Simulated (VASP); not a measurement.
A run of VASP 6.6.1:

INCAR

```
SYSTEM = Sn3GeCl
PREC = Accurate ; ENCUT = 600
EDIFF = 1E-6 ; ISMEAR = 0
SIGMA = 0.1 ; LREAL = .FALSE.
LASPH = .TRUE. ; NELM = 60
ALGO = Normal ; ISIF = 3
LWAVE = .FALSE. ; LCHARG = .FALSE.
GGA = PE ; IBRION = 2
NSW = 90 ; EDIFFG = -0.04
```

Contents of KPOINTS:

```
regular mesh
0
G
  4 4 4
  0 0 0
```

POSCAR

```
Sn3GeCl
1.0
    4.7480792400      0.0000000000      0.0000000000
    0.0000000000      4.7480792400      0.0000000000
    0.0000000000      0.0000000000      4.7480792400
Sn Ge Cl
3 1 1
Direct
    0.5000000000      0.0000000000      0.0000000000
    0.0000000000      0.5000000000      0.0000000000
    0.0000000000      0.0000000000      0.5000000000
    0.0000000000      0.0000000000      0.0000000000
    0.5000000000      0.5000000000      0.5000000000
```

Potentials or basis: VASP PAW PBE potentials, release 64 (Sn_d, Ge_d, Cl).

Command:

```bash
$ cat potpaw_PBE.64/Sn_d/POTCAR potpaw_PBE.64/Ge_d/POTCAR potpaw_PBE.64/Cl/POTCAR > POTCAR
$ mpirun -np 1 vasp_std > vasp.out
```

Hardware: 1 thread of Intel(R) Xeon(R) Platinum 8259CL CPU @ 2.50GHz (Skylake/Cascade Lake) (shared host).

How long does it take, and how much memory?

Wall time 2.7 min on 1 thread of Intel(R) Xeon(R) Platinum 8259CL CPU @ 2.50GHz (Skylake/Cascade Lake), with other jobs on the host, peak memory 0.27 GiB. Counts: scf iterations 45, k points 10, ion steps 4.
